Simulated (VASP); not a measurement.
Here is a VASP 6.6.1 calculation.

The input INCAR:

```
SYSTEM = Sc3TaO3
ALGO     = Normal         ! electronic algorithm
EDIFF    = 1E-6           ! SCF threshold, eV
EDIFFG   = -0.01          ! ionic threshold
ENCUT    = 600            ! plane-wave cutoff, eV
GGA      = PE             ! functional
IBRION   = 2              ! ionic algorithm
ISIF     = 3              ! what is computed and relaxed
ISMEAR   = 0              ! smearing method
LASPH    = .True.         ! aspherical terms in the spheres
LCHARG   = .False.        ! write CHGCAR
LREAL    = .False.        ! projectors in reciprocal space
LWAVE    = .False.        ! write WAVECAR
NELM     = 100            ! most SCF steps
NSW      = 100            ! ionic steps
PREC     = Accurate       ! precision mode
SIGMA    = 0.1            ! smearing width, eV
```

Contents of KPOINTS:

```
k-points
0
Gamma
  8 8 8
  0 0 0
```

The input POSCAR:

```
Sc3TaO3
1.0
    4.4671651170      0.0000000000      0.0000000000
    0.0000000000      4.4671651170      0.0000000000
    0.0000000000      0.0000000000      4.4671651170
Sc Ta O
3 1 3
Direct
    0.0000000000      0.5000000000      0.0000000000
    0.0000000000      0.0000000000      0.5000000000
    0.5000000000      0.0000000000      0.0000000000
    0.5000000000      0.5000000000      0.5000000000
    0.5000000000      0.0000000000      0.5000000000
    0.5000000000      0.5000000000      0.0000000000
    0.0000000000      0.5000000000      0.5000000000
```

Potentials or basis: VASP PAW PBE potentials, release 64 (Sc_sv, Ta_pv, O).

Launch:

```sh
$ cat potpaw_PBE.64/Sc_sv/POTCAR potpaw_PBE.64/Ta_pv/POTCAR potpaw_PBE.64/O/POTCAR > POTCAR
$ mpirun -np 1 vasp_std > vasp.out
```

Problem. What does it give for the relaxed cell?

Solution. a = 4.471 Å, b = 4.471 Å, c = 4.471 Å, α = 90.00°, β = 90.00°, γ = 90.00°.

Problem. What does it give for the space group after relaxing (to 0.05 Å)?

Solution. Pm-3m (No. 221).

Problem. Estimate the band gap on the k mesh.

Solution. Zero (band 31 reaches 7.42 eV, above the bottom of band 32 at 6.84 eV).

Problem. Estimate the relaxed volume.

Solution. 12.77 Å³/atom.

Step by step:
```tsv
step	energy change (eV)	largest force (eV/Å)	pressure (GPa)	volume (Å³)
1	0.0000	0.0000	0.43	89.14
2	0.0000	0.0000	-0.42	89.59
3	-0.0003	0.0000	0.01	89.36
```

Caveat: spin-orbit coupling is left out, which moves the levels of the heavy elements.
